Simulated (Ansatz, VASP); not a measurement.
# ZrS: VASP beside Ansatz

```
Zr S
1.0
     0.00000    2.62500    2.62500
     2.62500    0.00000    2.62500
     2.62500    2.62500    0.00000
Zr S
1 1
Direct
  0.00000 0.00000 0.00000
  0.50000 0.50000 0.50000
```

Alike in both runs: task relaxation of cell and atoms; functional r2SCAN; k mesh 6 × 6 × 6; occupations gaussian, width 0.1 eV; no spin polarisation.

|  | VASP | Ansatz |
| --- | --- | --- |
| version | VASP 6.6.1 | Ansatz 0.2.0 |
| potentials or method | VASP PAW PBE potentials, release 64 (Zr_sv, S), cutoff 600 eV | scalar-relativistic, plane waves, PAW |
| valence electrons in the cell | 18 | 18 |

|  | VASP | Ansatz | Ansatz less VASP |
| --- | --- | --- | --- |
| gap on the k mesh at the Fermi level, each at its own relaxed structure (eV) | none | none | - |
| relaxed volume (Å³/atom) | 17.87 | 17.87 | +0.002 |
| relaxed cell length with the largest relative difference (Å) | 3.698 | 3.698 | +0.0001 |

VASP's potentials were made for PBE, not for r2SCAN. A gap of «none» marks a metal or a gap that the smearing closes.

Noted on VASP's run: too few bands were computed for a metal, which touches its energy and stress.
